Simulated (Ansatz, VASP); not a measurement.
LiCl in VASP and in Ansatz

POSCAR

```
LiCl
1.0
    0.0000000000      2.5303805428      2.5303805428
    2.5303805428      0.0000000000      2.5303805428
    2.5303805428      2.5303805428      0.0000000000
Li Cl
1 1
Direct
    0.0000000000      0.0000000000      0.0000000000
    0.5000000000      0.5000000000      0.5000000000
```

INCAR.step1

```
PREC = Accurate ; ENCUT = 520
ISMEAR = 0 ; SIGMA = 0.02
LREAL = False ; LASPH = True
NELM = 60 ; NBANDS = 12
GGA = PE ; ALGO = Normal
EDIFF = 1E-4 ; LWAVE = True
LCHARG = False
```

Contents of INCAR.step2:

```
PREC = Accurate ; ENCUT = 520
EDIFF = 1E-6 ; ISMEAR = 0
SIGMA = 0.02 ; LREAL = False
LASPH = True ; NELM = 60
ALGO = Normal ; ISIF = 2
LWAVE = False ; LCHARG = True
METAGGA = R2SCAN ; LMIXTAU = True
LELF = True ; LVHAR = True
NBANDS = 12 ; ISTART = 1
```

File KPOINTS:

```
regular mesh
0
Gamma
  8 8 8
```

Input for Ansatz:

```yaml
crystal:
  lattice:
    - [0.0, 2.530380548, 2.530380548]
    - [2.530380548, 0.0, 2.530380548]
    - [2.530380548, 2.530380548, 0.0]
  atoms:
    - { symbol: Li, position: [0.0, 0.0, 0.0] }
    - { symbol: Cl, position: [0.5, 0.5, 0.5] }
basis:
  ecutwfc: 500
kpoints:
  mp_grid: { grid: [8, 8, 8] }
hamiltonian:
  xc: r2scan
scf:
  occupations: { method: gaussian, width: 0.02 }
output:
  forces: true
  stress: true
  eigenvalues: true
```

Alike in both runs: task single point; functional r2SCAN; k mesh 8 × 8 × 8; occupations gaussian, width 0.02 eV; no spin polarisation.

|  | VASP | Ansatz |
| --- | --- | --- |
| version | VASP 6.6.1 | Ansatz 0.2.0 |
| potentials or method | VASP PAW PBE potentials, release 64 (Li_sv, Cl), cutoff 520 eV | scalar-relativistic, plane waves, PAW |
| valence electrons in the cell | 10 | 10 |

|  | VASP | Ansatz | Ansatz less VASP |
| --- | --- | --- | --- |
| gap on the k mesh at the Fermi level (eV) | 7.57 | 7.49 | -0.081 |
| least direct gap on the mesh (eV) | 7.57 | 7.49 | -0.081 |

VASP's potentials were made for PBE, not for r2SCAN.

Noted on VASP's run: the cutoff is short for stress, so the pressure is rough.
